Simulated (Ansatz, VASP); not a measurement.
# Ta: VASP beside Ansatz

```
CELL_PARAMETERS angstrom
-1.67583 1.67583 1.67583
1.67583 -1.67583 1.67583
1.67583 1.67583 -1.67583
ATOMIC_POSITIONS crystal
Ta 0.00000 0.00000 0.00000
```

Alike in both runs: task single point; functional PBE; k mesh 18 × 18 × 18; occupations gaussian, width 0.1 eV; no spin polarisation.

```csv
,VASP,Ansatz
version,VASP 6.6.1,Ansatz 0.2.0
potentials or method,"VASP PAW PBE potentials, release 64 (Ta_pv), cutoff 520 eV","scalar-relativistic, plane waves, PAW"
valence electrons in the cell,11,13
```

```csv
,VASP,Ansatz,Ansatz less VASP
gap on the k mesh at the Fermi level (eV),none,none,-
pressure (GPa),-5.4,-5.4,-0.06
```

A gap of «none» marks a metal or a gap that the smearing closes. VASP's potentials hold 11 valence electrons a cell and Ansatz's 13, so a difference there can come from the potentials and not from the codes.

Spin-orbit coupling is off throughout.
